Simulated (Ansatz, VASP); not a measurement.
## Two plane-wave programs on In

Contents of INCAR:

```
PREC = Accurate
ENCUT = 520
EDIFF = 1E-6
ISMEAR = -1
SIGMA = 0.05
LREAL = F
LASPH = T
NELM = 60
ALGO = Normal
ISIF = 2
LWAVE = F
LCHARG = F
GGA = CA
NBANDS = 12
```

Contents of KPOINTS:

```
Automatic mesh
0
Gamma
  14 14 14
```

POSCAR

```
In
1.0
    2.7345592972      0.0000000000      0.0000000000
    0.0000000000      2.7345592972      0.0000000000
    0.0000000000      0.0000000000      2.7345592972
In
1
Direct
    0.0000000000      0.0000000000      0.0000000000
```

Input for Ansatz:

```yaml
crystal:
  lattice:
    - [2.7345592972, 0.0, 0.0]
    - [0.0, 2.7345592972, 0.0]
    - [0.0, 0.0, 2.7345592972]
  atoms:
    - { symbol: In, position: [0.0, 0.0, 0.0] }
kpoints:
  mp_grid: { grid: [14, 14, 14] }
scf:
  occupations: { method: fermi_dirac, width: 0.05 }
hamiltonian:
  xc: lda
  pseudopotentials: { kind: paw }
output:
  forces: true
  stress: true
  eigenvalues: true
  populations: true
  write_density: true
  write_potential: true
  elf: true
  volumetric_format: npy
```

Change from the starting cell: volume scaled by 0.78, PAW files.

Alike in both runs: task single point; functional LDA; k mesh 14 × 14 × 14; occupations fermi-dirac, width 0.05 eV; no spin polarisation.

```csv
,VASP,Ansatz
version,VASP 6.6.1,Ansatz 0.2.0
potentials or method,"VASP PAW LDA potentials, release 64 (In_d)","PAW with Ansatz's default frozen-core files, scalar-relativistic"
plane-wave cutoff (eV),520,420
valence electrons in the cell,13,13
```

```csv
,VASP,Ansatz,Ansatz less VASP
pressure (GPa),21.7,21.5,-0.26
```

LDA's correlation is that of Perdew and Zunger in VASP and of Perdew and Wang (1992) in Ansatz.
